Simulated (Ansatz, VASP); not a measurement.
## Two plane-wave programs on Al

File INCAR:

```
PREC = Accurate
ENCUT = 520
EDIFF = 1E-7
ISMEAR = 0
SIGMA = 0.1
LREAL = F
LASPH = T
NELM = 80
ALGO = Fast
ISIF = 2
LWAVE = F
LCHARG = T
GGA = PS
LELF = T
LVHAR = T
NBANDS = 12
```

Contents of KPOINTS:

```
Automatic mesh
0
Gamma
  6 6 6
```

POSCAR

```
Al
1.0
    4.7643285882      0.0000000000      0.0000000000
   -2.3821642941      4.1260295894      0.0000000000
    0.0000000000      0.0000000000      2.9207405693
Al
3
Direct
    0.0000000000      0.0000000000      0.0000000000
    0.3333333333      0.6666666667      0.5000000000
    0.6666666667      0.3333333333      0.5000000000
```

Input for Ansatz:

```yaml
crystal:
  lattice:
    - [4.7643285882, 0.0, 0.0]
    - [-2.3821642941, 4.1260295894, 0.0]
    - [0.0, 0.0, 2.9207405693]
  atoms:
    - { symbol: Al, position: [0.0, 0.0, 0.0] }
    - { symbol: Al, position: [0.3333333333, 0.6666666667, 0.5] }
    - { symbol: Al, position: [0.6666666667, 0.3333333333, 0.5] }
basis:
  ecutwfc: 420
kpoints:
  mp_grid: { grid: [6, 6, 6] }
hamiltonian:
  xc: pbesol
scf:
  occupations: { method: gaussian, width: 0.1 }
  lower_state_search: "off"
output:
  forces: true
  stress: true
  eigenvalues: true
```

Alike in both runs: task single point; functional PBEsol; k mesh 6 × 6 × 6; occupations gaussian, width 0.1 eV; no spin polarisation.

```csv
,VASP,Ansatz
version,VASP 6.6.1,Ansatz 0.2.0
potentials or method,"VASP PAW PBE potentials, release 64 (Al), cutoff 520 eV","scalar-relativistic, plane waves, PAW"
valence electrons in the cell,9,9
```

```csv
,VASP,Ansatz,Ansatz less VASP
gap on the k mesh at the Fermi level (eV),none,none,-
pressure (GPa),-7.3,-7.3,-0.03
"traceless stress, the component that is largest in VASP (GPa)",-0.15,-0.15,-0.001
```

VASP's potentials were made for PBE, not for PBEsol. A gap of «none» marks a metal or a gap that the smearing closes.
